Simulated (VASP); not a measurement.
# SrTiO3 (Pmm2) in VASP: further runs

The runs below take SrTiO3 through single point, with PBE.

Everything below comes from runs of VASP 6.6.1. Logs are shortened: lines on timing, memory, paths and dates and some standing lists are left out, and cuts for length are marked.

## 1. The cell of the first run

The structure is orthorhombic, space group Pmm2 (No. 25). The conventional cell has a = 3.799 Å, b = 4.212 Å, c = 3.799 Å, α = 90.00°, β = 90.00°, γ = 90.00°. Within 3.5 Å of Sr (site symmetry mm2) lie 12 O at 2.67 to 2.85 Å and 8 Ti at 3.41 to 3.42 Å. Ti (site symmetry mm2) has 6 O at 1.87 to 2.11 Å within 2.5 Å. O (site symmetry mm2) has 2 Ti at 1.87 to 1.93 Å within 2.5 Å. O (site symmetry mm2) has 2 Ti at 1.90 Å within 2.5 Å. O (site symmetry mm2) has 2 Ti at 2.11 Å and 4 Sr at 2.67 to 2.70 Å within 2.8 Å.

## 2. Single point, PBE (mode 1 frozen in at -0.019 Å, strain +e along z and -e/2 along x and y +0.0700)

INCAR reads:

```
PREC     = Accurate       # precision mode
ENCUT    = 520            # plane-wave cutoff, eV
EDIFF    = 1E-6           # SCF threshold, eV
ISMEAR   = 0              # smearing method
SIGMA    = 0.05           # smearing width, eV
LREAL    = False          # projectors in reciprocal space
LASPH    = True           # aspherical terms in the spheres
NELM     = 80             # most SCF steps
ALGO     = Normal         # electronic algorithm
ISIF     = 2              # what is computed and relaxed
LWAVE    = False          # write WAVECAR
LCHARG   = False          # write CHGCAR
GGA      = PE             # functional
NBANDS   = 28             # bands
```

KPOINTS reads:

```
Automatic mesh
0
Gamma
  8 8 8
```

POSCAR reads:

```
SrTiO3
1.0
    3.7986351078      0.0000000000      0.0000000000
    0.0000000000      3.7986351078      0.0000000000
    0.0000000000      0.0000000000      4.2119580988
Sr Ti O
1 1 3
Direct
    0.0006835254      0.0000000000      0.0000000000
    0.5032269229      0.5000000000      0.5000000000
   -0.0048775414      0.5000000000      0.5000000000
    0.4957398015      0.0000000000      0.5000000000
    0.4957398015      0.5000000000      0.0000000000
```

Potentials or basis: VASP PAW PBE potentials, release 64 (Sr_sv, Ti_sv, O).

The run is started by

```console
> cat potpaw_PBE.64/Sr_sv/POTCAR potpaw_PBE.64/Ti_sv/POTCAR potpaw_PBE.64/O/POTCAR > POTCAR
> mpirun -np 1 vasp_std > vasp.out
```

OUTCAR:

```text
PREC = Accurate
   ENCUT = 520
   EDIFF = 1E-6
   ISMEAR = 0
   LREAL = False
   LASPH = True
   NELM = 80
   ISIF = 2
   GGA = PE

 ion  position               nearest neighbor table
   1  0.001  0.000  0.000-   5 2.67   5 2.67   5 2.70   5 2.70   4 2.82   4 2.82   3 2.84   3 2.84
                             3 2.84   3 2.84   4 2.85   4 2.85   2 3.41   2 3.41   2 3.41   2 3.41
   2  0.503  0.500  0.500-   3 1.87   4 1.90   4 1.90   3 1.93   5 2.11   5 2.11   1 3.41   1 3.41
                             1 3.41   1 3.41   1 3.42   1 3.42   1 3.42   1 3.42
   3  0.995  0.500  0.500-   2 1.87   2 1.93   1 2.84   1 2.84   1 2.84   1 2.84
   4  0.496  0.000  0.500-   2 1.90   2 1.90   1 2.82   1 2.82   1 2.85   1 2.85
   5  0.496  0.500  0.000-   2 2.11   2 2.11   1 2.67   1 2.67   1 2.70   1 2.70

  LATTYP: Found a simple tetragonal cell.
 ALAT       =     3.7986351078
 C/A-ratio  =     1.1088082902

  Lattice vectors:

 A1 = (   3.7986351078,   0.0000000000,   0.0000000000)
 A2 = (   0.0000000000,   3.7986351078,   0.0000000000)
 A3 = (   0.0000000000,   0.0000000000,   4.2119580988)

Analysis of symmetry for initial positions (statically):
=====================================================================
 Subroutine PRICEL returns:
 Original cell was already a primitive cell.

 Routine SETGRP: Setting up the symmetry group for a
 simple tetragonal supercell.

 Subroutine GETGRP returns: Found  4 space group operations
 (whereof  4 operations were pure point group operations)
 out of a pool of 16 trial point group operations.

The static configuration has the point symmetry C_2v.

Analysis of symmetry for dynamics (positions and initial velocities):
=====================================================================
 Subroutine PRICEL returns:
 Original cell was already a primitive cell.

 Routine SETGRP: Setting up the symmetry group for a
 simple tetragonal supercell.

 Subroutine GETGRP returns: Found  4 space group operations
 (whereof  4 operations were pure point group operations)
 out of a pool of 16 trial point group operations.

The dynamic configuration has the point symmetry C_2v.

 Subroutine INISYM returns: Found  4 space group operations
 (whereof  4 operations are pure point group operations),
 and found     1 'primitive' translations

----------------------------------------------------------------------------------------

                                     Primitive cell

  volume of cell :      60.7770

  direct lattice vectors                    reciprocal lattice vectors
     3.798635108  0.000000000  0.000000000     0.263252450  0.000000000  0.000000000
     0.000000000  3.798635108  0.000000000     0.000000000  0.263252450  0.000000000
     0.000000000  0.000000000  4.211958099     0.000000000  0.000000000  0.237419266

  length of vectors
     3.798635108  3.798635108  4.211958099     0.263252450  0.263252450  0.237419266

  position of ions in fractional coordinates (direct lattice)
     0.000683525  0.000000000  0.000000000
     0.503226923  0.500000000  0.500000000
     0.995122459  0.500000000  0.500000000
     0.495739802  0.000000000  0.500000000
     0.495739802  0.500000000  0.000000000

  ion indices of the primitive-cell ions
   primitive index   ion index
                 1           1
                 2           2
                 3           3
                 4           4
                 5           5

----------------------------------------------------------------------------------------

 KPOINTS: Automatic mesh

Automatic generation of k-mesh.
 Grid dimensions read from file:
 generate k-points for:    8    8    8

 Generating k-lattice:

  Cartesian coordinates                     Fractional coordinates (reciprocal lattice)
     0.032906556  0.000000000  0.000000000     0.125000000  0.000000000  0.000000000
     0.000000000  0.032906556  0.000000000     0.000000000  0.125000000  0.000000000
     0.000000000  0.000000000  0.029677408     0.000000000  0.000000000  0.125000000

  Length of vectors
     0.032906556  0.032906556  0.029677408

  Shift w.r.t. Gamma in fractional coordinates (k-lattice)
     0.000000000  0.000000000  0.000000000

 Subroutine IBZKPT returns following result:
 ===========================================

 Found    125 irreducible k-points:

 Following reciprocal coordinates:
            Coordinates               Weight
  0.000000  0.000000  0.000000      1.000000
  0.125000  0.000000  0.000000      2.000000
  0.000000  0.125000  0.000000      2.000000
  0.250000  0.000000  0.000000      2.000000
  0.000000  0.250000  0.000000      2.000000
  0.375000  0.000000  0.000000      2.000000
[... 16 lines left out ...]
  0.500000  0.375000  0.000000      2.000000
 -0.375000  0.500000  0.000000      2.000000
 [... further k-points ...]
   k-points           NKPTS =    125   k-points in BZ     NKDIM =    125   number of bands    NBANDS=     28
   number of dos      NEDOS =    301   number of ions     NIONS =      5
   total plane-waves  NPLWV =  25088
   dimension x,y,z NGX =    28 NGY =   28 NGZ =   32
   dimension x,y,z NGXF=    56 NGYF=   56 NGZF=   64
   ions per type =               1   1   3
   NGX,Y,Z   is equivalent  to a cutoff of  12.25, 12.25, 12.63 a.u.
   NGXF,Y,Z  is equivalent  to a cutoff of  24.51, 24.51, 25.26 a.u.
 SYSTEM =  unknown system
   PREC   = accura    normal or accurate (medium, high low for compatibility)
   ISTART =      0    job   : 0-new  1-cont  2-samecut
   ICHARG =      2    charge: 1-file 2-atom 10-const
   ISPIN  =      1    spin polarized calculation?
   LNONCOLLINEAR =      F non collinear calculations
   LSORBIT =      F    spin-orbit coupling
   LASPH  =      T    aspherical Exc in radial PAW
   ENCUT  =  520.0 eV  38.22 Ry    6.18 a.u.   7.06  7.06  7.83*2*pi/ulx,y,z
   NELM   =     80;   NELMIN=  2; NELMDL= -5     # of ELM steps
   EDIFF  = 0.1E-05   stopping-criterion for ELM
   LREAL  =      F    real-space projection
   EDIFFG = 0.1E-04   stopping-criterion for IOM
   NSW    =      0    number of steps for IOM
   IBRION =     -1    ionic relax: 0-MD 1-quasi-New 2-CG
   NFREE  =      0    steps in history (QN), initial steepest desc. (CG)
   ISIF   =      2    stress and relaxation
   ISYM   =      2    0-nonsym 1-usesym 2-fastsym
   POTIM  = 0.5000    time-step for ionic-motion
   TEBEG  =    0.0;   TEEND  =   0.0 temperature during run
   PSTRESS=    0.0 pullay stress
   NELECT =      40.0000    total number of electrons
   NUPDOWN=      -1.0000    fix difference up-down
   EMIN   =  10.00;   EMAX   =-10.00  energy-range for DOS
   EFERMI =   0.00;   METHOD = LEGACY
   ISMEAR =     0;   SIGMA  =   0.05  broadening in eV -4-tet -1-fermi 0-gaus
   EFERMI_NEDOS =   21; number of points for ismear=-14 and -15
   IALGO  =     38    algorithm
   IMIX   =      4    mixing-type and parameters
     AMIX     =   0.40;   BMIX     =  1.00
     AMIX_MAG =   1.60;   BMIX_MAG =  1.00
  volume/ion in A,a.u.               =      12.16        82.03
  Fermi-wavevector in a.u.,A,eV,Ry     =   1.424017  2.691001 27.590216  2.027824
  Thomas-Fermi vector in A             =   2.544553
   LORBIT       =      0    0 simple, 1 ext, 2 COOP (PROOUT), +10 PAW based schemes
   GGA     = PE    functional components
   LHFCALC =     F    Hartree Fock is set to
   AEXX    =    0.0000 exact exchange contribution
   IVDW    =     0    specifies the selected vdW correction
   LEPSILON=     F    determine dielectric tensor
   LRPA    =     F    only Hartree local field effects (RPA)
 non-spin polarized calculation
 Gauss-broadening in eV      SIGMA  =   0.05
  energy-cutoff  :      520.00
  volume of cell :       60.78
 maximum number of plane-waves:      1660
   NGX = 15   NGY = 15   NGZ = 15

 number of electron      39.9999994 magnetization

 Free energy of the ion-electron system (eV)
  ---------------------------------------------------
  ext. energy  EPLUGINS =         0.00000000
  ---------------------------------------------------
  free energy    TOTEN  =       -39.82348075 eV

  energy without entropy =      -39.82348075  energy(sigma->0) =      -39.82348075

 E-fermi :   4.5045     XC(G=0): -11.1554

 val. band max:        4.1584956816   @ k =   0.5000   0.5000   0.5000
 cond. band min:       5.7965820693   @ k =   0.0000   0.0000   0.0000
 fundamental gap:      1.6380863876
 Fermi energy:         4.5044819554

 k-point     1 :       0.0000    0.0000    0.0000
  band No.  band energies     occupation
      1     -52.4996      2.00000
      2     -28.8414      2.00000
      3     -28.7665      2.00000
      4     -28.7622      2.00000
      5     -28.7210      2.00000
      6     -13.4933      2.00000
[... 20 lines left out ...]
     27       9.8468      0.00000
     28      10.1797      0.00000

 k-point     2 :       0.1250    0.0000    0.0000
  band No.  band energies     occupation
      1     -52.4992      2.00000
      2     -28.8565      2.00000
      3     -28.7617      2.00000
      4     -28.7616      2.00000
      5     -28.7204      2.00000
      6     -13.4546      2.00000
[... 20 lines left out ...]
     27      10.1520      0.00000
     28      10.5636      0.00000

 k-point     3 :       0.0000    0.1250    0.0000
  band No.  band energies     occupation
      1     -52.4992      2.00000
      2     -28.8556      2.00000
      3     -28.7661      2.00000
      4     -28.7581      2.00000
      5     -28.7204      2.00000
      6     -13.4560      2.00000
[... 20 lines left out ...]
     27      10.1518      0.00000
     28      10.5622      0.00000

 k-point     4 :       0.2500    0.0000    0.0000
  band No.  band energies     occupation
      1     -52.4984      2.00000
      2     -28.8921      2.00000
      3     -28.7602      2.00000
      4     -28.7505      2.00000
      5     -28.7189      2.00000
      6     -13.4348      2.00000
[... 20 lines left out ...]
     27      10.8438      0.00000
     28      11.6198      0.00000

 k-point     5 :       0.0000    0.2500    0.0000
  band No.  band energies     occupation
      1     -52.4984      2.00000
      2     -28.8900      2.00000
      3     -28.7647      2.00000
      4     -28.7481      2.00000
      5     -28.7189      2.00000
      6     -13.4387      2.00000
[... 20 lines left out ...]
     27      10.8423      0.00000
     28      11.6166      0.00000

 k-point     6 :       0.3750    0.0000    0.0000
  band No.  band energies     occupation
      1     -52.4976      2.00000
      2     -28.9269      2.00000
      3     -28.7588      2.00000
      4     -28.7397      2.00000
      5     -28.7174      2.00000
      6     -13.4990      2.00000
[... 463 lines left out ...]
      5     -28.7147      2.00000
      6     -13.1411      2.00000
[... 20 lines left out ...]
     27      12.3753      0.00000
     28      12.3929      0.00000

 k-point    22 :       0.3750    0.3750    0.0000
  band No.  band energies     occupation
      1     -52.4956      2.00000
      2     -28.8762      2.00000
      3     -28.8457      2.00000
      4     -28.7634      2.00000
      5     -28.7139      2.00000
      6     -12.8428      2.00000
[... 20 lines left out ...]
     27      12.5673      0.00000
     28      12.7252      0.00000

 k-point    23 :       0.5000    0.3750    0.0000
  band No.  band energies     occupation
      1     -52.4952      2.00000
      2     -28.8787      2.00000
      3     -28.8431      2.00000
      4     -28.7735      2.00000
      5     -28.7133      2.00000
      6     -12.7510      2.00000
[... 20 lines left out ...]
     27      12.7514      0.00000
     28      12.8901      0.00000

 k-point    24 :      -0.3750    0.5000    0.0000
  band No.  band energies     occupation
      1     -52.4952      2.00000
      2     -28.8750      2.00000
      3     -28.8475      2.00000
      4     -28.7728      2.00000
      5     -28.7133      2.00000
      6     -12.7548      2.00000
[... 20 lines left out ...]
     27      12.7566      0.00000
     28      12.9105      0.00000

 [... further k-points ...]
[... 5 lines left out ...]
  --------------------------------------------------------------------------------------
  -------------------------------------------------------------------------------------
  Total        4.2192905      4.1344403     -3.6633687      0.0000000      0.0000000      0.0000000
  in kB      111.2271497    108.9903659    -96.5721750      0.0000000      0.0000000      0.0000000
  external PRESSURE =      41.2151136 kB  Pullay stress =       0.0000000 kB

 VOLUME and BASIS-vectors are now :
 -----------------------------------------------------------------------------
  energy-cutoff  :      520.00
  volume of cell :       60.78
      direct lattice vectors                 reciprocal lattice vectors
     3.798635108  0.000000000  0.000000000     0.263252450  0.000000000  0.000000000
     0.000000000  3.798635108  0.000000000     0.000000000  0.263252450  0.000000000
     0.000000000  0.000000000  4.211958099     0.000000000  0.000000000  0.237419266

 POSITION                                       TOTAL-FORCE (eV/Angst)
 -----------------------------------------------------------------------------------
      0.00260      0.00000      0.00000         0.001379      0.000000      0.000000
      1.91158      1.89932      2.10598        -0.109197      0.000000      0.000000
      3.78011      1.89932      2.10598         0.152518      0.000000      0.000000
      1.88313      0.00000      2.10598        -0.069277      0.000000      0.000000
      1.88313      1.89932      0.00000         0.024578      0.000000      0.000000
 -----------------------------------------------------------------------------------
    total drift:                               -0.000542      0.000000     -0.000002

  FREE ENERGIE OF THE ION-ELECTRON SYSTEM (eV)
  ---------------------------------------------------
  free  energy   TOTEN  =       -39.8234807481 eV

  energy  without entropy=      -39.8234807481  energy(sigma->0) =      -39.82348075
```

Wall time 2.9 min (1 thread of Intel Xeon Platinum 8259CL at 2.50GHz (Skylake/Cascade Lake), shared host); peak memory 0.32 GiB.

Results:

* Free energy: -39.8235 eV
* Pressure: 4.1 GPa
* Largest force: 0.153 eV/Å
* Band gap on the k mesh: 1.64 eV, indirect (least direct gap 2.14 eV)

Forces in eV/Å, atoms in the order of the input:
```
Sr   0.001  0.000  0.000
Ti  -0.109  0.000  0.000
O    0.153  0.000  0.000
O   -0.069  0.000  0.000
O    0.025  0.000  0.000
```

Stress tensor (GPa, compression positive):
```
11.12  0.00  0.00
 0.00 10.90  0.00
 0.00  0.00 -9.66
```

Levels at points of the mesh, in eV from the valence-band top:
| k point | band 18 | band 19 | band 20 | band 21 | band 22 | band 23 |
| --- | --- | --- | --- | --- | --- | --- |
| (0.00, 0.00, 0.00) | -0.58 | -0.50 | -0.50 | 1.64 | 1.66 | 1.83 |
| (0.50, 0.00, 0.00) | -2.11 | -0.98 | -0.87 | 1.84 | 3.71 | 3.86 |
| (0.00, 0.50, 0.00) | -2.11 | -0.99 | -0.89 | 1.85 | 3.72 | 3.86 |
| (0.50, 0.50, 0.00) | -1.36 | -1.36 | -0.04 | 3.87 | 3.88 | 4.32 |
| (0.00, 0.00, 0.50) | -1.81 | -0.81 | -0.79 | 1.92 | 2.98 | 2.99 |
| (0.50, 0.00, 0.50) | -1.89 | -1.82 | -0.52 | 3.00 | 3.91 | 3.98 |
| (0.00, 0.50, 0.50) | -1.90 | -1.83 | -0.52 | 3.00 | 3.90 | 3.98 |
| (0.50, 0.50, 0.50) | -0.29 | -0.28 | 0.00 | 4.16 | 4.17 | 4.60 |

Caveat: the cell differs from its parent crystal (mode 1 frozen in at -0.019 Å, strain +e along z and -e/2 along x and y +0.0700). A k mesh can miss the band edges.

## 3. Single point, PBE (mode 1 frozen in at -0.019 Å, strain +e along z and -e/2 along x and y -0.0467)

INCAR reads:

```
PREC = Accurate ; ENCUT = 520
EDIFF = 1E-7 ; ISMEAR = 0
SIGMA = 0.05 ; LREAL = F
LASPH = T ; NELM = 60
ALGO = Normal ; ISIF = 2
LWAVE = F ; LCHARG = F
GGA = PE ; NBANDS = 28
```

KPOINTS reads:

```
regular mesh
0
Gamma
  8 8 8
```

Edit POSCAR of step 2 so:

```diff
@@ -2,5 +2,5 @@
 1.0
-    3.7986351078      0.0000000000      0.0000000000
-    0.0000000000      3.7986351078      0.0000000000
-    0.0000000000      0.0000000000      4.2119580988
+    4.0283245985      0.0000000000      0.0000000000
+    0.0000000000      4.0283245985      0.0000000000
+    0.0000000000      0.0000000000      3.7525791173
 Sr Ti O
```

Potentials or basis: VASP PAW PBE potentials, release 64 (Sr_sv, Ti_sv, O).

The run is started by

```console
> cat potpaw_PBE.64/Sr_sv/POTCAR potpaw_PBE.64/Ti_sv/POTCAR potpaw_PBE.64/O/POTCAR > POTCAR
> mpirun -np 1 vasp_std > vasp.out
```

It took 3.9 min on 1 thread of Intel Xeon Platinum 8259CL at 2.50GHz (Skylake/Cascade Lake), shared host; peak memory 0.32 GiB.

Results (log left out):

| Item | Value |
| --- | --- |
| Free energy | -39.9521 eV |
| Pressure | 2.3 GPa |
| Largest force | 0.126 eV/Å |
| Band gap on the k mesh | 1.75 eV, indirect (least direct gap 2.10 eV) |

Forces on the atoms (eV/Å):
```
Sr   0.020  0.000  0.000
Ti   0.126  0.000  0.000
O   -0.078  0.000  0.000
O    0.008  0.000  0.000
O   -0.076  0.000  0.000
```

Stress tensor (GPa, compression positive):
```
-3.52  0.00  0.00
 0.00 -3.66  0.00
 0.00  0.00 14.11
```

Levels at points of the mesh, in eV from the valence-band top:
| k point | band 18 | band 19 | band 20 | band 21 | band 22 | band 23 |
| --- | --- | --- | --- | --- | --- | --- |
| (0.00, 0.00, 0.00) | -0.41 | -0.41 | -0.35 | 1.75 | 1.85 | 1.88 |
| (0.50, 0.00, 0.00) | -1.93 | -0.71 | -0.70 | 1.99 | 3.45 | 3.48 |
| (0.00, 0.50, 0.00) | -1.93 | -0.74 | -0.72 | 2.01 | 3.45 | 3.47 |
| (0.50, 0.50, 0.00) | -1.85 | -1.67 | -0.26 | 3.47 | 3.48 | 3.86 |
| (0.00, 0.00, 0.50) | -1.96 | -0.82 | -0.81 | 1.97 | 3.90 | 4.12 |
| (0.50, 0.00, 0.50) | -1.44 | -1.44 | -0.12 | 3.47 | 4.13 | 4.34 |
| (0.00, 0.50, 0.50) | -1.45 | -1.45 | -0.12 | 3.46 | 4.13 | 4.34 |
| (0.50, 0.50, 0.50) | -0.12 | -0.01 | 0.00 | 4.08 | 4.52 | 4.52 |

Caveat: the cell differs from its parent crystal (mode 1 frozen in at -0.019 Å, strain +e along z and -e/2 along x and y -0.0467).

[end of part 1 of 2]
